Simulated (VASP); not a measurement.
# BiTe (R-3m) in VASP: single point with PBEsol

Aim: the single point of BiTe with PBEsol.

Everything below comes from runs of VASP 6.6.1. Logs are shortened: lines on timing, memory, paths and dates and some standing lists are left out, and cuts for length are marked.

### 1 The cell of the first run

Symmetry: R-3m, No. 166, trigonal system. Conventional cell: a = 4.798 Å, b = 4.798 Å, c = 9.585 Å, α = 90.00°, β = 90.00°, γ = 120.00°. Bi (site symmetry -3m) has 6 Te at 3.20 Å and 6 Bi at 4.23 Å within 4.3 Å. Within 4.3 Å of Te (site symmetry -3m) lie 6 Bi at 3.20 Å and 6 Te at 4.23 Å.

### 2 Single point, PBEsol

The input, POSCAR:

```
BiTe
1.0
    2.3992465536      1.3852056436      3.1951106378
   -2.3992465536      1.3852056436      3.1951106378
    0.0000000000     -2.7704112871      3.1951106378
Bi Te
1 1
Direct
    0.5000000000      0.5000000000      0.5000000000
    0.0000000000      0.0000000000      0.0000000000
```

The input, INCAR.step1:

```
  PREC = Accurate
  ENCUT = 520
  EDIFF = 1E-7
  ISMEAR = 0
  SIGMA = 0.1
  LREAL = False
  LASPH = True
  NELM = 100
  ALGO = Normal
  ISIF = 2
  LWAVE = False
  LCHARG = True
  GGA = PS
  NBANDS = 18
```

The input, KPOINTS.step1:

```
regular mesh
0
Gamma
  12 12 12
```

The input, INCAR.step2:

```
  PREC = Accurate
  ENCUT = 520
  EDIFF = 1E-7
  ISMEAR = -5
  SIGMA = 0.1
  LREAL = False
  LASPH = True
  NELM = 100
  ALGO = Normal
  ISIF = 2
  LWAVE = False
  LCHARG = False
  GGA = PS
  LORBIT = 10
  NBANDS = 18
  NEDOS = 1001
  ICHARG = 11
```

The input, KPOINTS.step2:

```
regular mesh
0
Gamma
  18 18 18
```

Potentials or basis: VASP PAW PBE potentials, release 64 (Bi_d, Te).

On the command line:

```bash
cat potpaw_PBE.64/Bi_d/POTCAR potpaw_PBE.64/Te/POTCAR > POTCAR
cp INCAR.step1 INCAR
cp KPOINTS.step1 KPOINTS
mpirun -np 1 vasp_std > vasp.out
cp INCAR.step2 INCAR
cp KPOINTS.step2 KPOINTS
mpirun -np 1 vasp_std > vasp.out
```

OUTCAR:

```text
PREC = Accurate
   ENCUT = 520
   EDIFF = 1E-7
   ISMEAR = -5
   LREAL = False
   LASPH = True
   NELM = 100
   ISIF = 2
   GGA = PS
   LORBIT = 10
   ICHARG = 11

 ion  position               nearest neighbor table
   1  0.500  0.500  0.500-   2 3.20   2 3.20   2 3.20   2 3.20   2 3.20   2 3.20
   2  0.000  0.000  0.000-   1 3.20   1 3.20   1 3.20   1 3.20   1 3.20   1 3.20

  LATTYP: Found a trigonal (rhomboedric) cell.
 ALAT       =     4.2289373001
 COS(alpha) =     0.3562499695

  Lattice vectors:

 A1 = (   2.3992465536,   1.3852056436,   3.1951106378)
 A2 = (  -2.3992465536,   1.3852056436,   3.1951106378)
 A3 = (   0.0000000000,  -2.7704112871,   3.1951106378)

Analysis of symmetry for initial positions (statically):
=====================================================================
 Subroutine PRICEL returns:
 Original cell was already a primitive cell.

 Routine SETGRP: Setting up the symmetry group for a
 trigonal (rhombohedral) supercell.

 Subroutine GETGRP returns: Found 12 space group operations
 (whereof 12 operations were pure point group operations)
 out of a pool of 12 trial point group operations.

The static configuration has the point symmetry D_3d.

Analysis of symmetry for dynamics (positions and initial velocities):
=====================================================================
 Subroutine PRICEL returns:
 Original cell was already a primitive cell.

 Routine SETGRP: Setting up the symmetry group for a
 trigonal (rhombohedral) supercell.

 Subroutine GETGRP returns: Found 12 space group operations
 (whereof 12 operations were pure point group operations)
 out of a pool of 12 trial point group operations.

The dynamic configuration has the point symmetry D_3d.

 Subroutine INISYM returns: Found 12 space group operations
 (whereof 12 operations are pure point group operations),
 and found     1 'primitive' translations

----------------------------------------------------------------------------------------

                                     Primitive cell

  volume of cell :      63.7127

  direct lattice vectors                    reciprocal lattice vectors
     2.399246554  1.385205644  3.195110638     0.208398757  0.120319079  0.104326069
    -2.399246554  1.385205644  3.195110638    -0.208398757  0.120319079  0.104326069
     0.000000000 -2.770411287  3.195110638     0.000000000 -0.240638157  0.104326069

  length of vectors
     4.228937300  4.228937300  4.228937300     0.262279720  0.262279720  0.262279720

  position of ions in fractional coordinates (direct lattice)
     0.500000000  0.500000000  0.500000000
     0.000000000  0.000000000  0.000000000

  ion indices of the primitive-cell ions
   primitive index   ion index
                 1           1
                 2           2

----------------------------------------------------------------------------------------

 KPOINTS: regular mesh

Automatic generation of k-mesh.
 Grid dimensions read from file:
 generate k-points for:   18   18   18

 Generating k-lattice:

  Cartesian coordinates                     Fractional coordinates (reciprocal lattice)
     0.011577709  0.006684393  0.005795893     0.055555556  0.000000000 -0.000000000
    -0.011577709  0.006684393  0.005795893     0.000000000  0.055555556 -0.000000000
     0.000000000 -0.013368787  0.005795893    -0.000000000 -0.000000000  0.055555556

  Length of vectors
     0.014571096  0.014571096  0.014571096

  Shift w.r.t. Gamma in fractional coordinates (k-lattice)
     0.000000000  0.000000000  0.000000000

 TETIRR: Found   2916 inequivalent tetrahedra from    34992

 Subroutine IBZKPT returns following result:
 ===========================================

 Found    580 irreducible k-points:

 Following reciprocal coordinates:
            Coordinates               Weight
  0.000000  0.000000  0.000000      1.000000
  0.055556  0.000000 -0.000000      6.000000
  0.111111  0.000000 -0.000000      6.000000
  0.166667  0.000000 -0.000000      6.000000
  0.222222  0.000000 -0.000000      6.000000
  0.277778  0.000000 -0.000000      6.000000
[... 16 lines left out ...]
 -0.277778  0.055556  0.000000     12.000000
 -0.222222  0.055556  0.000000     12.000000
 [... further k-points ...]
   k-points           NKPTS =    580   k-points in BZ     NKDIM =    580   number of bands    NBANDS=     18
   number of dos      NEDOS =   1001   number of ions     NIONS =      2
   total plane-waves  NPLWV =  32768
   dimension x,y,z NGX =    32 NGY =   32 NGZ =   32
   dimension x,y,z NGXF=    64 NGYF=   64 NGZF=   64
   ions per type =               1   1
   NGX,Y,Z   is equivalent  to a cutoff of  12.58, 12.58, 12.58 a.u.
   NGXF,Y,Z  is equivalent  to a cutoff of  25.16, 25.16, 25.16 a.u.
 SYSTEM =  unknown system
   PREC   = accura    normal or accurate (medium, high low for compatibility)
   ISTART =      0    job   : 0-new  1-cont  2-samecut
   ICHARG =     11    charge: 1-file 2-atom 10-const
   ISPIN  =      1    spin polarized calculation?
   LNONCOLLINEAR =      F non collinear calculations
   LSORBIT =      F    spin-orbit coupling
   LASPH  =      T    aspherical Exc in radial PAW
   ENCUT  =  520.0 eV  38.22 Ry    6.18 a.u.   7.86  7.86  7.86*2*pi/ulx,y,z
   NELM   =    100;   NELMIN=  2; NELMDL=  0     # of ELM steps
   EDIFF  = 0.1E-06   stopping-criterion for ELM
   LREAL  =      F    real-space projection
   EDIFFG = 0.1E-05   stopping-criterion for IOM
   NSW    =      0    number of steps for IOM
   IBRION =     -1    ionic relax: 0-MD 1-quasi-New 2-CG
   NFREE  =      0    steps in history (QN), initial steepest desc. (CG)
   ISIF   =      2    stress and relaxation
   ISYM   =      2    0-nonsym 1-usesym 2-fastsym
   POTIM  = 0.5000    time-step for ionic-motion
   TEBEG  =    0.0;   TEEND  =   0.0 temperature during run
   PSTRESS=    0.0 pullay stress
   NELECT =      21.0000    total number of electrons
   NUPDOWN=      -1.0000    fix difference up-down
   EMIN   =  10.00;   EMAX   =-10.00  energy-range for DOS
   EFERMI =   0.00;   METHOD = LEGACY
   ISMEAR =    -5;   SIGMA  =   0.10  broadening in eV -4-tet -1-fermi 0-gaus
   EFERMI_NEDOS =   21; number of points for ismear=-14 and -15
   IALGO  =     38    algorithm
   IMIX   =      4    mixing-type and parameters
     AMIX     =   0.40;   BMIX     =  1.00
     AMIX_MAG =   1.60;   BMIX_MAG =  1.00
  volume/ion in A,a.u.               =      31.86       214.98
  Fermi-wavevector in a.u.,A,eV,Ry     =   1.130852  2.137001 17.399493  1.278827
  Thomas-Fermi vector in A             =   2.267550
   LORBIT       =     10    0 simple, 1 ext, 2 COOP (PROOUT), +10 PAW based schemes
   GGA     = PS    functional components
   LHFCALC =     F    Hartree Fock is set to
   AEXX    =    0.0000 exact exchange contribution
   IVDW    =     0    specifies the selected vdW correction
   LEPSILON=     F    determine dielectric tensor
   LRPA    =     F    only Hartree local field effects (RPA)
 non-spin polarized calculation
 Fermi weights with tetrahedron method with Bloechl corrections
  energy-cutoff  :      520.00
  volume of cell :       63.71
 maximum number of plane-waves:      1737

 number of electron      21.0000009 magnetization

 Free energy of the ion-electron system (eV)
  ---------------------------------------------------
  ext. energy  EPLUGINS =         0.00000000
  ---------------------------------------------------
  free energy    TOTEN  =        -8.01082803 eV

  energy without entropy =       -8.01082803  energy(sigma->0) =       -8.01082803

 E-fermi :   7.2025     XC(G=0):  -9.8932

 val. band max:        7.2773227481   @ k =  -0.3889   0.3333   0.3333
 cond. band min:       7.1028547920   @ k =  -0.4444   0.1111   0.1111
 fundamental gap:     -0.1744679562
 Fermi energy:         7.2025431782

 k-point     1 :       0.0000    0.0000    0.0000
  band No.  band energies     occupation
      1     -15.9582      2.00000
      2     -15.9582      2.00000
      3     -15.9493      2.00000
      4     -15.9493      2.00000
      5     -15.9269      2.00000
      6      -6.6666      2.00000
[... 10 lines left out ...]
     17      14.2292      0.00000
     18      14.2457      0.00000

 k-point     2 :       0.0556    0.0000   -0.0000
  band No.  band energies     occupation
      1     -15.9582      2.00000
      2     -15.9582      2.00000
      3     -15.9495      2.00000
      4     -15.9490      2.00000
      5     -15.9269      2.00000
      6      -6.6385      2.00000
[... 10 lines left out ...]
     17      13.9859      0.00000
     18      14.3687      0.00000

 k-point     3 :       0.1111    0.0000   -0.0000
  band No.  band energies     occupation
      1     -15.9583      2.00000
      2     -15.9581      2.00000
      3     -15.9500      2.00000
      4     -15.9479      2.00000
      5     -15.9267      2.00000
      6      -6.5543      2.00000
[... 10 lines left out ...]
     17      14.3725      0.00000
     18      14.7589      0.00000

 k-point     4 :       0.1667    0.0000   -0.0000
  band No.  band energies     occupation
      1     -15.9585      2.00000
      2     -15.9582      2.00000
      3     -15.9507      2.00000
      4     -15.9462      2.00000
      5     -15.9264      2.00000
      6      -6.4145      2.00000
[... 375 lines left out ...]
      4     -15.9408      2.00000
      5     -15.9237      2.00000
      6      -5.5565      2.00000
[... 10 lines left out ...]
     17      15.9528      0.00000
     18      16.5595      0.00000

 k-point    23 :      -0.2778    0.0556    0.0000
  band No.  band energies     occupation
      1     -15.9597      2.00000
      2     -15.9587      2.00000
      3     -15.9511      2.00000
      4     -15.9424      2.00000
      5     -15.9247      2.00000
      6      -5.8686      2.00000
[... 10 lines left out ...]
     17      15.8903      0.00000
     18      16.6414      0.00000

 k-point    24 :      -0.2222    0.0556    0.0000
  band No.  band energies     occupation
      1     -15.9592      2.00000
      2     -15.9580      2.00000
      3     -15.9509      2.00000
      4     -15.9444      2.00000
      5     -15.9256      2.00000
      6      -6.1306      2.00000
[... 10 lines left out ...]
     17      15.6146      0.00000
     18      16.1877      0.00000

 [... further k-points ...]
[... 5 lines left out ...]
  --------------------------------------------------------------------------------------
  -------------------------------------------------------------------------------------
  Total       -0.0283869     -0.0283869     -0.1054536      0.0000000     -0.0000000      0.0000000
  in kB       -0.7138425     -0.7138425     -2.6518298      0.0000000     -0.0000000      0.0000000
  external PRESSURE =      -1.3598383 kB  Pullay stress =       0.0000000 kB

 VOLUME and BASIS-vectors are now :
 -----------------------------------------------------------------------------
  energy-cutoff  :      520.00
  volume of cell :       63.71
      direct lattice vectors                 reciprocal lattice vectors
     2.399246554  1.385205644  3.195110638     0.208398757  0.120319079  0.104326069
    -2.399246554  1.385205644  3.195110638    -0.208398757  0.120319079  0.104326069
     0.000000000 -2.770411287  3.195110638     0.000000000 -0.240638157  0.104326069

 POSITION                                       TOTAL-FORCE (eV/Angst)
 -----------------------------------------------------------------------------------
      0.00000      0.00000      4.79267         0.000000     -0.000000      0.000000
      0.00000      0.00000      0.00000        -0.000000      0.000000     -0.000000
 -----------------------------------------------------------------------------------
    total drift:                               -0.000000      0.000000     -0.000000

  FREE ENERGIE OF THE ION-ELECTRON SYSTEM (eV)
  ---------------------------------------------------
  free  energy   TOTEN  =        -8.0108280291 eV

  energy  without entropy=       -8.0108280291  energy(sigma->0) =       -8.01082803

 total charge

# of ion       s       p       d       tot
------------------------------------------
    1        1.567   1.205   9.930  12.702
    2        1.414   1.880   0.040   3.335
--------------------------------------------------
tot          2.981   3.086   9.970  16.037
```

It took 10 min on 1 thread of Intel Xeon 8259CL, shared host; peak memory 0.71 GiB.

Results:

| Property | Result |
| --- | --- |
| Valence electrons inside the program's atomic spheres | Bi 12.70; Te 3.33 |

Caveat: the PAW data sets were made with another functional, which shifts forces and pressure a little; spin-orbit coupling is left out, which moves the levels of the heavy elements; tetrahedron occupations give inexact forces and stress in metals.
